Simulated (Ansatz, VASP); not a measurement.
**One calculation of Si2C, two programs**

INCAR

```
SYSTEM = Si2C
PREC = Accurate
ENCUT = 520
EDIFF = 1E-6
ISMEAR = 0
SIGMA = 0.1
LREAL = .FALSE.
LASPH = .TRUE.
NELM = 60
ALGO = Normal
ISIF = 2
LWAVE = .FALSE.
LCHARG = .TRUE.
GGA = PE
LELF = .TRUE.
LVHAR = .TRUE.
NBANDS = 21
```

Contents of KPOINTS:

```
Automatic mesh
0
G
  4 4 4
  0 0 0
```

File POSCAR:

```
Si2C
1.0
    4.8417507300      0.0000000000      0.0000000000
    2.4208753700      4.2144464500      0.0000000000
    2.1252624900      1.4048154800      4.2348002200
Si C
4 2
Direct
    0.3337853400      0.4999683300      0.5000950000
    0.0004520000      0.1666350000      0.5000950000
    0.6662146600      0.5000316700      0.4999050000
    0.9995480000      0.8333650000      0.4999050000
    0.6671186700      0.8333016700      0.5000950000
    0.3328813300      0.1666983300      0.4999050000
```

Input for Ansatz:

```yaml
crystal:
  lattice:
    - [4.84175073, 0.0, 0.0]
    - [2.42087537, 4.21444645, 0.0]
    - [2.12526249, 1.40481548, 4.23480022]
  atoms:
    - { symbol: Si, position: [0.33378534, 0.49996833, 0.500095] }
    - { symbol: Si, position: [0.000452, 0.166635, 0.500095] }
    - { symbol: Si, position: [0.66621466, 0.50003167, 0.499905] }
    - { symbol: Si, position: [0.999548, 0.833365, 0.499905] }
    - { symbol: C, position: [0.66711867, 0.83330167, 0.500095] }
    - { symbol: C, position: [0.33288133, 0.16669833, 0.499905] }
basis:
  ecutwfc: 420
kpoints:
  mp_grid: { grid: [4, 4, 4] }
hamiltonian:
  xc: pbe
scf:
  occupations: { method: gaussian, width: 0.1 }
  lower_state_search: "off"
output:
  forces: true
  stress: true
  eigenvalues: true
```

Alike in both runs: task single point; functional PBE; k mesh 4 × 4 × 4; occupations gaussian, width 0.1 eV; no spin polarisation.

|  | VASP | Ansatz |
| --- | --- | --- |
| version | VASP 6.6.1 | Ansatz 0.2.0 |
| potentials or method | VASP PAW PBE potentials, release 64 (Si, C), cutoff 520 eV | scalar-relativistic, plane waves, PAW |
| valence electrons in the cell | 24 | 24 |

```csv
,VASP,Ansatz,Ansatz less VASP
gap on the k mesh at the Fermi level (eV),none,none,-
rms of the force components (eV/Å),11.374,11.382,+0.0075
```

Atom by atom the forces differ by 0.012 eV/Å (rms over components). A gap of «none» marks a metal or a gap that the smearing closes. The functional is the same, so the differences come from potentials, cutoffs and numerics.

The k mesh is coarse, so the values compare programs but aren't converged.
